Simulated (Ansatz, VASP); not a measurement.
Co: VASP beside Ansatz

```
Co
1.0
     2.52650    0.00000    0.00000
     0.00000    2.52650    0.00000
     0.00000    0.00000    3.57102
Co
2
Cartesian
  0.0000 0.0000 0.0000
  1.2632 1.2632 1.7855
```

Alike in both runs: task single point; functional RPBE; k mesh 14 × 14 × 10; occupations fermi-dirac, width 0.05 eV; collinear spin.

```csv
,VASP,Ansatz
version,VASP 6.6.1,Ansatz 0.2.0
potentials or method,"VASP PAW PBE potentials, release 64 (Co), cutoff 520 eV","plane waves (420 eV) with PAW, scalar-relativistic"
valence electrons in the cell,18,34
```

VASP gave:

- pressure (GPa): -2.8
- traceless stress, the component that is largest in VASP (GPa): -0.15
- net moment per atom (μB): 1.70
- size of the moment on the site where the two differ most (μB): 1.73

Problem. Estimate Ansatz's values.

Solution. Pressure (GPa): -2.4; traceless stress, the component that is largest in VASP (GPa): -0.18; net moment per atom (μB): 1.72; size of the moment on the site where the two differ most (μB): 1.80.

VASP's potentials were made for PBE, not for RPBE. Site moments also hang on the region over which each program counts them. With one functional, cell and mesh, what is left measures potentials, basis and numerics. VASP's potentials hold 18 valence electrons a cell and Ansatz's 34, so a difference there can come from the potentials and not from the codes.
